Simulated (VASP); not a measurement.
A run of VASP 6.6.1 is set up as follows.

File INCAR:

```
ALGO = Normal
EDIFF = 1E-6
ENCUT = 520
GGA = PS
ISIF = 2
ISMEAR = -1
LASPH = T
LCHARG = F
LREAL = F
LWAVE = F
NBANDS = 34
NELM = 80
PREC = Accurate
SIGMA = 0.1
```

KPOINTS

```
k-points
0
Gamma
  12 12 4
```

POSCAR

```
Tl
1.0
    3.3388046979      0.0000000000      0.0000000000
   -1.6694023489      2.8914896866      0.0000000000
    0.0000000000      0.0000000000     10.8370304366
Tl
4
Direct
    1.0000000000      1.0000000000      1.0000000000
    1.0000000000      1.0000000000      0.5000000000
    0.3333333333      0.6666666667      0.2500000000
    0.6666666667      0.3333333333      0.7500000000
```

Potentials or basis: VASP PAW PBE potentials, release 64 (Tl_d).

Command:

```sh
$ cat potpaw_PBE.64/Tl_d/POTCAR > POTCAR
$ mpirun -np 1 vasp_std > vasp.out
```

(1) Predict the pressure.

(2) What does it give for the band gap on the k mesh?

Answers

(1) 3.8 GPa.

(2) zero (band 26 reaches 11.00 eV, above the bottom of band 27 at 6.08 eV).

Caveat: the PAW data sets were made with another functional, which shifts forces and pressure a little; spin-orbit coupling is left out, which moves the levels of the heavy elements.
